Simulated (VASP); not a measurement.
## AlNi: single point with PBE

The system is AlNi.

```
CELL_PARAMETERS angstrom
2.94103 0.00000 0.00000
0.00000 2.94103 0.00000
0.00000 0.00000 2.94103
ATOMIC_POSITIONS crystal
Al 0.00000 0.00000 0.98617
Ni 0.50000 0.50000 0.50636
```

* Program: VASP 6.6.1
* Task: single point
* Functional: PBE
* Potentials or basis: VASP PAW PBE potentials, release 64 (Al, Ni)
* Cutoff: 520 eV
* k mesh: 16 × 16 × 16
* Occupations: gaussian, width 0.15 eV
* Spin: no spin polarisation

| Item | Value |
| --- | --- |
| Pressure | -7.0 GPa |
| Largest force | 0.274 eV/Å |

Forces in eV/Å, atoms in the order of the input:
```
Al   0.000  0.000  0.274
Ni   0.000  0.000 -0.274
```

Stress tensor (GPa, compression positive):
```
-6.99  0.00  0.00
 0.00 -6.99  0.00
 0.00  0.00 -7.10
```

Levels at points of the mesh, in eV from the Fermi level:
| k point | band 4 | band 5 | band 6 | band 7 | band 8 | band 9 | band 10 | band 11 |
| --- | --- | --- | --- | --- | --- | --- | --- | --- |
| (0.00, 0.00, 0.00) | -1.43 | -1.42 | -1.42 | 5.24 | 5.24 | 5.24 | 7.93 | 7.93 |
| (0.50, 0.00, 0.00) | -2.07 | -2.07 | -1.34 | -0.62 | 8.20 | 9.72 | 9.73 | 10.26 |
| (0.00, 0.00, 0.50) | -2.07 | -2.07 | -1.35 | -0.61 | 8.20 | 9.69 | 9.69 | 10.31 |
| (0.50, 0.50, 0.00) | -2.73 | -1.89 | -1.89 | -0.94 | 1.37 | 2.18 | 11.61 | 14.44 |
| (0.00, 0.50, 0.50) | -2.69 | -1.91 | -1.90 | -0.94 | 1.37 | 2.18 | 11.60 | 14.63 |
| (0.50, 0.50, 0.50) | -0.92 | -0.91 | 2.04 | 2.04 | 2.06 | 3.13 | 4.19 | 4.19 |

Wall time 5.4 min on 1 thread of AMD EPYC 7R13, with other jobs on the host, peak memory 0.23 GiB.

Spin polarisation is off, so any magnetic state and its effect on volume and gap are missing.
